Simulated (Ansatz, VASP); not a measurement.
# Two plane-wave programs on Se3S2

```
CELL_PARAMETERS angstrom
1.96616 1.13516 7.65284
-1.96616 1.13516 7.65284
0.00000 -2.27032 7.65284
ATOMIC_POSITIONS crystal
Se 0.00000 0.00000 0.00000
Se 0.20000 0.20000 0.20000
Se 0.80000 0.80000 0.80000
S 0.39678 0.39678 0.39678
S 0.60322 0.60322 0.60322
```

Alike in both runs: functional PBE; k mesh 12 × 12 × 12; occupations gaussian, width 0.1 eV; no spin polarisation.

Ansatz relaxed the structure, and its values are those at the end. VASP's run is a single point on that final structure, the one shown.

|  | VASP | Ansatz |
| --- | --- | --- |
| version | VASP 6.6.1 | Ansatz 0.2.0 |
| potentials or method | VASP PAW PBE potentials, release 64 (Se, S), cutoff 520 eV | scalar-relativistic, plane waves, PAW |
| valence electrons in the cell | 30 | 60 |

```tsv
	VASP	Ansatz	Ansatz less VASP
gap on the k mesh at the Fermi level (eV)	none	none	-
pressure (GPa)	0.0	0.0	+0.02
rms of the force components (eV/Å)	0.004	0.003	-0.0012
```

A gap of «none» marks a metal or a gap that the smearing closes. With one functional, cell and mesh, what is left measures potentials, basis and numerics. VASP's potentials hold 30 valence electrons a cell and Ansatz's 60, so a difference there can come from the potentials and not from the codes.
